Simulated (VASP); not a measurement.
A run of VASP 6.6.1 is set up as follows.

INCAR

```
SYSTEM = Sb
AGGAC = 1.0
AGGAX = 1.0
ALDAC = 0.0
ALDAX = 1.0
ALGO = Normal
DIPOL = 0.5 0.5 0.500
EDIFF = 1E-6
ENCUT = 520
GGA = B5
IDIPOL = 3
ISIF = 2
ISMEAR = -1
LASPH = .True.
LCHARG = .True.
LDIPOL = .True.
LELF = .True.
LREAL = .False.
LVACPOTAV = .True.
LVHAR = .True.
LWAVE = .False.
NBANDS = 24
NELM = 80
PREC = Accurate
SIGMA = 0.05
```

Contents of KPOINTS:

```
k-points
0
Gamma
  9 9 1
  0 0 0
```

The input POSCAR:

```
Sb
1.0
    3.3690001795      0.0000000000      0.0000000000
   -1.6845000897      2.9176397408      0.0000000000
    0.0000000000      0.0000000000     28.3250000000
Sb
6
Direct
    0.6666666667      0.3333333334      0.2647837599
    0.3333333333      0.6666666666      0.3588702560
    0.6666666667      0.3333333334      0.4529567520
    0.3333333333      0.6666666666      0.5470432480
    0.6666666667      0.3333333334      0.6411297440
    0.3333333333      0.6666666666      0.7352162401
```

Potentials or basis: VASP PAW PBE potentials, release 64 (Sb).

The run is started by

```bash
$ cat potpaw_PBE.64/Sb/POTCAR > POTCAR
$ mpirun -np 1 vasp_std > vasp.out
```

(1) What does it give for the largest force?

(2) Estimate the band gap on the k mesh.

Results:

(1) 0.297 eV/Å.

(2) zero (band 15 reaches 7.19 eV, above the bottom of band 16 at 1.21 eV).

Caveat: the PAW data sets were made with another functional, which shifts forces and pressure a little; spin-orbit coupling is left out, which moves the levels of the heavy elements.
